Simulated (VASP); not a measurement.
# PbF2 (cotunnite) (Pnma) in VASP: single point with LDA

Aim: the single point of PbF2 (cotunnite) with LDA.

All numbers are computed with VASP 6.6.1; they aren't measurements. Logs are shortened: lines on timing, memory, paths and dates and some standing lists are left out, and cuts for length are marked.

**1. The cell of the first run**

The structure is orthorhombic, space group Pnma (No. 62). Conventional cell: a = 6.022 Å, b = 3.713 Å, c = 7.399 Å, α = 90.00°, β = 90.00°, γ = 90.00°. Pb (site symmetry m) has 9 F at 2.38 to 2.73 Å within 3.1 Å. F (site symmetry m) has 4 Pb at 2.38 to 2.46 Å and 8 F at 2.68 to 2.97 Å within 3.1 Å. Within 3.3 Å of F (site symmetry m) lie 5 Pb at 2.48 to 2.73 Å and 10 F at 2.78 to 3.22 Å.

**2. Single point, LDA**

INCAR reads:

```
SYSTEM = PbF2
PREC     = Accurate       ! precision mode
ENCUT    = 520            ! plane-wave cutoff, eV
EDIFF    = 1E-6           ! SCF threshold, eV
ISMEAR   = 0              ! smearing method
SIGMA    = 0.01           ! smearing width, eV
LREAL    = .False.        ! projectors in reciprocal space
LASPH    = .True.         ! aspherical terms in the spheres
NELM     = 100            ! most SCF steps
ALGO     = Normal         ! electronic algorithm
ISIF     = 2              ! what is computed and relaxed
LWAVE    = .False.        ! write WAVECAR
LCHARG   = .True.         ! write CHGCAR
GGA      = CA             ! functional
LELF     = .True.         ! ELF
LVHAR    = .True.       
NBANDS   = 68             ! bands
LUSENCCL = .False.
```

KPOINTS reads:

```
Automatic mesh
0
Gamma
  5 8 4
  0 0 0
```

POSCAR reads:

```
PbF2
1.0
    6.0220489752      0.0000000000      0.0000000000
    0.0000000000      3.7134304500      0.0000000000
    0.0000000000      0.0000000000      7.3993979495
Pb F
4 8
Direct
    0.2551990904      0.2500000000      0.1180375703
    0.7448009096      0.7500000000      0.8819624297
    0.2448009096      0.7500000000      0.6180375703
    0.7551990904      0.2500000000      0.3819624297
    0.8580865003      0.2500000000      0.0606653504
    0.1419134997      0.7500000000      0.9393346496
    0.6419134997      0.7500000000      0.5606653504
    0.3580865003      0.2500000000      0.4393346496
    0.4569401340      0.2500000000      0.8262353663
    0.5430598660      0.7500000000      0.1737646337
    0.0430598660      0.7500000000      0.3262353663
    0.9569401340      0.2500000000      0.6737646337
```

Potentials or basis: VASP PAW LDA potentials, release 64 (Pb_d, F).

The run is started by

```bash
$ cat potpaw_LDA.64/Pb_d/POTCAR potpaw_LDA.64/F/POTCAR > POTCAR
$ mpirun -np 1 vasp_std > vasp.out
```

OUTCAR:

```text
SYSTEM = PbF2
   PREC = Accurate
   ENCUT = 520
   EDIFF = 1E-6
   ISMEAR = 0
   LREAL = .False.
   LASPH = .True.
   NELM = 100
   ISIF = 2
   GGA = CA

 ion  position               nearest neighbor table
   1  0.255  0.250  0.118-   6 2.38   6 2.38   5 2.43   8 2.46   9 2.48  10 2.57  10 2.57  11 2.73
                            11 2.73   4 3.59   4 3.59   2 3.90   2 3.90   2 3.99   2 3.99   3 4.14
   2  0.745  0.750  0.882-   5 2.38   5 2.38   6 2.43   7 2.46  10 2.48   9 2.57   9 2.57  12 2.73
                            12 2.73   3 3.59   3 3.59   1 3.90   1 3.90   1 3.99   1 3.99   4 4.14
   3  0.245  0.750  0.618-   8 2.38   8 2.38   7 2.43   6 2.46  11 2.48  12 2.57  12 2.57   9 2.73
                             9 2.73   2 3.59   2 3.59   4 3.90   4 3.90   4 3.99   4 3.99   1 4.14
   4  0.755  0.250  0.382-   7 2.38   7 2.38   8 2.43   5 2.46  12 2.48  11 2.57  11 2.57  10 2.73
                            10 2.73   1 3.59   1 3.59   3 3.90   3 3.90   3 3.99   3 3.99   2 4.14
   5  0.858  0.250  0.061-   2 2.38   2 2.38   1 2.43   4 2.46
   6  0.142  0.750  0.939-   1 2.38   1 2.38   2 2.43   3 2.46
   7  0.642  0.750  0.561-   4 2.38   4 2.38   3 2.43   2 2.46
   8  0.358  0.250  0.439-   3 2.38   3 2.38   4 2.43   1 2.46
   9  0.457  0.250  0.826-   1 2.48   2 2.57   2 2.57   3 2.73   3 2.73
  10  0.543  0.750  0.174-   2 2.48   1 2.57   1 2.57   4 2.73   4 2.73
  11  0.043  0.750  0.326-   3 2.48   4 2.57   4 2.57   1 2.73   1 2.73
  12  0.957  0.250  0.674-   4 2.48   3 2.57   3 2.57   2 2.73   2 2.73

  LATTYP: Found a simple orthorhombic cell.
 ALAT       =     3.7134304500
 B/A-ratio  =     1.6216942949
 C/A-ratio  =     1.9926044258

  Lattice vectors:

 A1 = (   0.0000000000,  -3.7134304500,   0.0000000000)
 A2 = (   6.0220489752,   0.0000000000,   0.0000000000)
 A3 = (   0.0000000000,   0.0000000000,   7.3993979495)

Analysis of symmetry for initial positions (statically):
=====================================================================
 Subroutine PRICEL returns:
 Original cell was already a primitive cell.

 Routine SETGRP: Setting up the symmetry group for a
 simple orthorhombic supercell.

 Subroutine GETGRP returns: Found  8 space group operations
 (whereof  2 operations were pure point group operations)
 out of a pool of  8 trial point group operations.

The static configuration has the point symmetry S_2 .
 The point group associated with its full space group is D_2h.

Analysis of symmetry for dynamics (positions and initial velocities):
=====================================================================
 Subroutine PRICEL returns:
 Original cell was already a primitive cell.

 Routine SETGRP: Setting up the symmetry group for a
 simple orthorhombic supercell.

 Subroutine GETGRP returns: Found  8 space group operations
 (whereof  2 operations were pure point group operations)
 out of a pool of  8 trial point group operations.

The dynamic configuration has the point symmetry S_2 .
 The point group associated with its full space group is D_2h.

 Subroutine INISYM returns: Found  8 space group operations
 (whereof  2 operations are pure point group operations),
 and found     1 'primitive' translations

----------------------------------------------------------------------------------------

                                     Primitive cell

  volume of cell :     165.4687

  direct lattice vectors                    reciprocal lattice vectors
     6.022048975  0.000000000  0.000000000     0.166056438  0.000000000  0.000000000
     0.000000000  3.713430450  0.000000000     0.000000000  0.269292778  0.000000000
     0.000000000  0.000000000  7.399397949     0.000000000  0.000000000  0.135146130

  length of vectors
     6.022048975  3.713430450  7.399397949     0.166056438  0.269292778  0.135146130

  position of ions in fractional coordinates (direct lattice)
     0.255199090  0.250000000  0.118037570
     0.744800910  0.750000000  0.881962430
     0.244800910  0.750000000  0.618037570
     0.755199090  0.250000000  0.381962430
     0.858086500  0.250000000  0.060665350
     0.141913500  0.750000000  0.939334650
     0.641913500  0.750000000  0.560665350
     0.358086500  0.250000000  0.439334650
     0.456940134  0.250000000  0.826235366
     0.543059866  0.750000000  0.173764634
     0.043059866  0.750000000  0.326235366
     0.956940134  0.250000000  0.673764634

  ion indices of the primitive-cell ions
   primitive index   ion index
                 1           1
                 2           2
                 3           3
                 4           4
                 5           5
                 6           6
                 7           7
                 8           8
                 9           9
                10          10
                11          11
                12          12

----------------------------------------------------------------------------------------

 KPOINTS: Automatic mesh

Automatic generation of k-mesh.
 Grid dimensions read from file:
 generate k-points for:    5    8    4

 Generating k-lattice:

  Cartesian coordinates                     Fractional coordinates (reciprocal lattice)
     0.033211288  0.000000000  0.000000000     0.200000000  0.000000000  0.000000000
     0.000000000  0.033661597  0.000000000     0.000000000  0.125000000  0.000000000
     0.000000000  0.000000000  0.033786533     0.000000000  0.000000000  0.250000000

  Length of vectors
     0.033211288  0.033661597  0.033786533

  Shift w.r.t. Gamma in fractional coordinates (k-lattice)
     0.000000000  0.000000000  0.000000000

 Subroutine IBZKPT returns following result:
 ===========================================

 Found     45 irreducible k-points:

 Following reciprocal coordinates:
            Coordinates               Weight
  0.000000  0.000000  0.000000      1.000000
  0.200000  0.000000  0.000000      2.000000
  0.400000  0.000000  0.000000      2.000000
  0.000000  0.125000  0.000000      2.000000
  0.200000  0.125000  0.000000      4.000000
  0.400000  0.125000  0.000000      4.000000
[... 16 lines left out ...]
  0.200000  0.250000  0.250000      8.000000
  0.400000  0.250000  0.250000      8.000000
 [... further k-points ...]
   k-points           NKPTS =     45   k-points in BZ     NKDIM =     45   number of bands    NBANDS=     68
   number of dos      NEDOS =    301   number of ions     NIONS =     12
   total plane-waves  NPLWV =  75264
   dimension x,y,z NGX =    48 NGY =   28 NGZ =   56
   dimension x,y,z NGXF=    96 NGYF=   56 NGZF=  112
   ions per type =               4   8
   NGX,Y,Z   is equivalent  to a cutoff of  13.25, 12.54, 12.58 a.u.
   NGXF,Y,Z  is equivalent  to a cutoff of  26.50, 25.07, 25.16 a.u.
 SYSTEM =  PbF2
   PREC   = accura    normal or accurate (medium, high low for compatibility)
   ISTART =      0    job   : 0-new  1-cont  2-samecut
   ICHARG =      2    charge: 1-file 2-atom 10-const
   ISPIN  =      1    spin polarized calculation?
   LNONCOLLINEAR =      F non collinear calculations
   LSORBIT =      F    spin-orbit coupling
   LASPH  =      T    aspherical Exc in radial PAW
   ENCUT  =  520.0 eV  38.22 Ry    6.18 a.u.  11.20  6.90 13.76*2*pi/ulx,y,z
   NELM   =    100;   NELMIN=  2; NELMDL= -5     # of ELM steps
   EDIFF  = 0.1E-05   stopping-criterion for ELM
   LREAL  =      F    real-space projection
   EDIFFG = 0.1E-04   stopping-criterion for IOM
   NSW    =      0    number of steps for IOM
   IBRION =     -1    ionic relax: 0-MD 1-quasi-New 2-CG
   NFREE  =      0    steps in history (QN), initial steepest desc. (CG)
   ISIF   =      2    stress and relaxation
   ISYM   =      2    0-nonsym 1-usesym 2-fastsym
   POTIM  = 0.5000    time-step for ionic-motion
   TEBEG  =    0.0;   TEEND  =   0.0 temperature during run
   PSTRESS=    0.0 pullay stress
   NELECT =     112.0000    total number of electrons
   NUPDOWN=      -1.0000    fix difference up-down
   EMIN   =  10.00;   EMAX   =-10.00  energy-range for DOS
   EFERMI =   0.00;   METHOD = LEGACY
   ISMEAR =     0;   SIGMA  =   0.01  broadening in eV -4-tet -1-fermi 0-gaus
   EFERMI_NEDOS =   21; number of points for ismear=-14 and -15
   IALGO  =     38    algorithm
   IMIX   =      4    mixing-type and parameters
     AMIX     =   0.40;   BMIX     =  1.00
     AMIX_MAG =   1.60;   BMIX_MAG =  1.00
  volume/ion in A,a.u.               =      13.79        93.05
  Fermi-wavevector in a.u.,A,eV,Ry     =   1.437393  2.716279 28.110978  2.066099
  Thomas-Fermi vector in A             =   2.556476
   LORBIT       =      0    0 simple, 1 ext, 2 COOP (PROOUT), +10 PAW based schemes
   GGA     = CA    functional components
   LHFCALC =     F    Hartree Fock is set to
   AEXX    =    0.0000 exact exchange contribution
   IVDW    =     0    specifies the selected vdW correction
   LEPSILON=     F    determine dielectric tensor
   LRPA    =     F    only Hartree local field effects (RPA)
 non-spin polarized calculation
 Gauss-broadening in eV      SIGMA  =   0.01
  energy-cutoff  :      520.00
  volume of cell :      165.47
 maximum number of plane-waves:      4484
 NGX is ok and might be reduce to    48
   NGX = 23   NGY = 13   NGZ = 27

 number of electron     111.9999957 magnetization

 Free energy of the ion-electron system (eV)
  ---------------------------------------------------
  ext. energy  EPLUGINS =         0.00000000
  ---------------------------------------------------
  free energy    TOTEN  =       -63.52008432 eV

  energy without entropy =      -63.52008432  energy(sigma->0) =      -63.52008432

 E-fermi :   4.3649     XC(G=0): -11.4512

 val. band max:        4.3158282541   @ k =   0.0000   0.3750   0.0000
 cond. band min:       8.0793044669   @ k =   0.0000   0.0000   0.0000
 fundamental gap:      3.7634762128
 Fermi energy:         4.3649419177

 k-point     1 :       0.0000    0.0000    0.0000
  band No.  band energies     occupation
      1     -17.9155      2.00000
      2     -17.6842      2.00000
      3     -17.3243      2.00000
      4     -17.3104      2.00000
      5     -16.8434      2.00000
      6     -16.8245      2.00000
[... 60 lines left out ...]
     67      12.7173      0.00000
     68      13.1086      0.00000
[... 1631 lines left out ...]
     67      12.3930      0.00000
     68      12.6074      0.00000

 [... further k-points ...]
[... 5 lines left out ...]
  --------------------------------------------------------------------------------------
  -------------------------------------------------------------------------------------
  Total        6.8492463      6.8996604      6.9064390      0.0000000      0.0000000      0.0000000
  in kB       66.3189138     66.8070561     66.8726914      0.0000000      0.0000000      0.0000000
  external PRESSURE =      66.6662204 kB  Pullay stress =       0.0000000 kB

 VOLUME and BASIS-vectors are now :
 -----------------------------------------------------------------------------
  energy-cutoff  :      520.00
  volume of cell :      165.47
      direct lattice vectors                 reciprocal lattice vectors
     6.022048975  0.000000000  0.000000000     0.166056438  0.000000000  0.000000000
     0.000000000  3.713430450  0.000000000     0.000000000  0.269292778  0.000000000
     0.000000000  0.000000000  7.399397949     0.000000000  0.000000000  0.135146130

 POSITION                                       TOTAL-FORCE (eV/Angst)
 -----------------------------------------------------------------------------------
      1.53682      0.92836      0.87341         0.008529     -0.000000      0.018958
      4.48523      2.78507      6.52599        -0.008529      0.000000     -0.018958
      1.47420      2.78507      4.57311        -0.008529      0.000000      0.018958
      4.54785      0.92836      2.82629         0.008529      0.000000     -0.018958
      5.16744      0.92836      0.44889        -0.000678     -0.000000      0.005813
      0.85461      2.78507      6.95051         0.000678      0.000000     -0.005813
      3.86563      2.78507      4.14859         0.000678     -0.000000      0.005813
      2.15641      0.92836      3.25081        -0.000678      0.000000     -0.005813
      2.75172      0.92836      6.11364        -0.002529      0.000000     -0.011744
      3.27033      2.78507      1.28575         0.002529     -0.000000      0.011744
      0.25931      2.78507      2.41395         0.002529      0.000000     -0.011744
      5.76274      0.92836      4.98545        -0.002529      0.000000      0.011744
 -----------------------------------------------------------------------------------
    total drift:                                0.000000      0.000000      0.000000

  FREE ENERGIE OF THE ION-ELECTRON SYSTEM (eV)
  ---------------------------------------------------
  free  energy   TOTEN  =       -63.5200843185 eV

  energy  without entropy=      -63.5200843185  energy(sigma->0) =      -63.52008432
```

Run time: 5 min. Hardware: 1 × NVIDIA H100 80GB with 1 thread of AMD EPYC 7R13 (Zen 3), shared host; peak memory 1.5 GiB.

Results:

```
Free energy            : -63.5201 eV
Pressure               : 6.7 GPa
Largest force          : 0.021 eV/Å
Band gap on the k mesh : 3.76 eV, indirect (least direct gap 4.02 eV)
```

Forces on the atoms (eV/Å):
```
Pb   0.009  0.000  0.019
Pb  -0.009  0.000 -0.019
Pb  -0.009  0.000  0.019
Pb   0.009  0.000 -0.019
F   -0.001  0.000  0.006
F    0.001  0.000 -0.006
F    0.001  0.000  0.006
F   -0.001  0.000 -0.006
F   -0.003  0.000 -0.012
F    0.003  0.000  0.012
F    0.003  0.000 -0.012
F   -0.003  0.000  0.012
```

Levels at points of the mesh, in eV from the valence-band top:
| k point | band 54 | band 55 | band 56 | band 57 | band 58 | band 59 |
| --- | --- | --- | --- | --- | --- | --- |
| (0.00, 0.00, 0.00) | -0.60 | -0.35 | -0.25 | 3.76 | 4.99 | 5.09 |
| (0.00, 0.50, 0.00) | -1.19 | -0.12 | -0.12 | 4.63 | 4.63 | 5.65 |
| (0.00, 0.00, 0.50) | -1.57 | -0.21 | -0.21 | 4.33 | 4.33 | 6.19 |
| (0.00, 0.50, 0.50) | -0.83 | -0.14 | -0.14 | 4.20 | 4.20 | 6.03 |

Caveat: spin-orbit coupling is left out, which moves the levels of the heavy elements.
